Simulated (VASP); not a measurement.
Bi2Se3, 5 atoms in the cell. It takes space group P-6m2 (No. 187, hexagonal). The conventional cell has a = 5.353 Å, b = 5.353 Å, c = 6.347 Å, α = 90.00°, β = 90.00°, γ = 120.00°. Within 3.5 Å of Bi (site symmetry 3m) lie 1 Bi at 2.68 Å and 3 Se at 3.10 Å. Se (site symmetry -6m2) has 6 Bi at 3.59 Å and 6 Se at 3.70 Å within 4.7 Å. Se (site symmetry 3m) has 1 Se at 2.29 Å within 3.0 Å. 

| Item | Value |
| --- | --- |
| Program | VASP 6.6.1 |
| Task | single point |
| Functional | PBE |
| Potentials or basis | VASP PAW PBE potentials, release 64 (Bi_d, Se) |
| Cutoff | 520 eV |
| k mesh | 6 × 6 × 4 |
| Occupations | gaussian, width 0.1 eV |
| Spin | no spin polarisation |
| Dipole correction | no |
| Further INCAR settings | ALGO = Normal; EDIFF = 1e-06; NBANDS = 32 |

Potentials or basis: VASP PAW PBE potentials, release 64 (Bi_d, Se).

Run with:

```sh
$ cat potpaw_PBE.64/Bi_d/POTCAR potpaw_PBE.64/Se/POTCAR > POTCAR
$ mpirun -np 1 vasp_std > vasp.out
```

Hardware: 1 thread of Intel(R) Xeon(R) 6975P-C (Granite Rapids) (shared host).

Task: Estimate the wall time of this run.

Result: It took 40 s on 1 thread of Intel(R) Xeon(R) 6975P-C (Granite Rapids), with other jobs on the host, peak memory 0.3 GiB. Counts: scf iterations 15, k points 21.
